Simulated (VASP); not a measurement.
Input of a VASP 6.6.1 run:

File INCAR:

```
SYSTEM = KNbO3
PREC = Accurate
ENCUT = 600
EDIFF = 1E-6
ISMEAR = 0
SIGMA = 0.01
LREAL = .FALSE.
LASPH = .TRUE.
NELM = 120
ALGO = Normal
ISIF = 2
LWAVE = .FALSE.
LCHARG = .FALSE.
GGA = PE
NBANDS = 28
GGA_COMPAT = .FALSE.
```

KPOINTS

```
regular mesh
0
G
  6 6 6
  0 0 0
```

POSCAR

```
KNbO3
1.0
    4.0291830000      0.0000000000      0.0000000000
    0.0000000000      4.0291830000      0.0000000000
    0.0000000000      0.0000000000      4.0291830000
K Nb O
1 1 3
Direct
    0.0000000000      0.0000000000      0.0000000000
    0.5000000000      0.5000000000      0.5000000000
    0.0000000000      0.5000000000      0.5000000000
    0.5000000000      0.0000000000      0.5000000000
    0.5000000000      0.5000000000      0.0000000000
```

Potentials or basis: VASP PAW PBE potentials, release 64 (K_sv, Nb_sv, O).

Launch:

```bash
$ cat potpaw_PBE.64/K_sv/POTCAR potpaw_PBE.64/Nb_sv/POTCAR potpaw_PBE.64/O/POTCAR > POTCAR
$ mpirun -np 1 vasp_std > vasp.out
```

(1) What does it give for the pressure?

(2) Estimate the band gap on the k mesh.

Results:

(1) -0.6 GPa.

(2) 1.51 eV, indirect (least direct gap 2.17 eV).
